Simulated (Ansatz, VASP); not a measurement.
Two plane-wave programs on SnO

INCAR

```
PREC = Accurate ; ENCUT = 520
EDIFF = 1E-6 ; ISMEAR = -1
SIGMA = 0.02 ; LREAL = False
LASPH = True ; NELM = 100
ALGO = Normal ; ISIF = 2
LWAVE = False ; LCHARG = True
GGA = PE ; LELF = True
LVHAR = True ; NBANDS = 17
```

Contents of KPOINTS:

```
Automatic mesh
0
Gamma
  6 6 6
```

The input POSCAR:

```
SnO
1.0
    0.0000000000      2.7657158982      2.7657158982
    2.7657158982      0.0000000000      2.7657158982
    2.7657158982      2.7657158982      0.0000000000
Sn O
1 1
Direct
    0.0000000000      0.0000000000      0.0000000000
    0.2500000000      0.2500000000      0.2500000000
```

Input for Ansatz:

```yaml
crystal:
  lattice:
    - [0.0, 2.7657158982, 2.7657158982]
    - [2.7657158982, 0.0, 2.7657158982]
    - [2.7657158982, 2.7657158982, 0.0]
  atoms:
    - { symbol: Sn, position: [0.0, 0.0, 0.0] }
    - { symbol: O, position: [0.25, 0.25, 0.25] }
kpoints:
  mp_grid: { grid: [6, 6, 6] }
hamiltonian:
  xc: pbe
scf:
  occupations: { method: fermi_dirac, width: 0.02 }
  n_extra_bands: 4
output:
  forces: true
  stress: true
  eigenvalues: true
```

Alike in both runs: task single point; functional PBE; k mesh 6 × 6 × 6; occupations fermi-dirac, width 0.02 eV; no spin polarisation.

|  | VASP | Ansatz |
| --- | --- | --- |
| version | VASP 6.6.1 | Ansatz 0.2.0 |
| potentials or method | VASP PAW PBE potentials, release 64 (Sn_d, O) | plane waves, PAW |
| plane-wave cutoff (eV) | 520 | 420 |
| valence electrons in the cell | 20 | 20 |

```csv
,VASP,Ansatz,Ansatz less VASP
pressure (GPa),-1.6,-1.6,0.00
```
